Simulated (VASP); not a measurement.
Wanted: the native input for a VASP 6.6.1 run.

- Task: single point
- Functional: PBE
- Potentials or basis: VASP PAW PBE potentials, release 64 (Pb_d)
- Cutoff: 520 eV
- k mesh: 14 × 14 × 14
- Occupations: gaussian, width 0.1 eV
- Spin: no spin polarisation
- Dipole correction: no
- Further INCAR settings: ALGO = Fast; EDIFF = 1e-07; NBANDS = 13

The structure of Pb lies in POSCAR:

```
Pb
1.0
    0.0000000000      2.5704417871      2.5704417871
    2.5704417871      0.0000000000      2.5704417871
    2.5704417871      2.5704417871      0.0000000000
Pb
1
Direct
    0.0000000000      0.0000000000      0.0000000000
```

This cell differs from its parent crystal: volume scaled by 1.06.

These files were run (other wordings do the same):

INCAR

```
PREC = Accurate
ENCUT = 520
EDIFF = 1E-7
ISMEAR = 0
SIGMA = 0.1
LREAL = F
LASPH = T
NELM = 100
ALGO = Fast
ISIF = 2
LWAVE = F
LCHARG = F
GGA = PE
NBANDS = 13
```

KPOINTS

```
Automatic mesh
0
Gamma
  14 14 14
```

Potentials or basis: VASP PAW PBE potentials, release 64 (Pb_d).

The run is started by

```bash
$ cat potpaw_PBE.64/Pb_d/POTCAR > POTCAR
$ mpirun -np 1 vasp_std > vasp.out
```

It gave:

```
Pressure               : -2.1 GPa
Band gap on the k mesh : zero (band 7 reaches 12.63 eV, above the bottom of band 8 at 4.75 eV)
```

Caveat: spin-orbit coupling is left out, which moves the levels of the heavy elements.

It took 22 s on 1 thread of Intel(R) Xeon(R) 6975P-C (Granite Rapids) (shared host), peak memory 0.18 GiB.
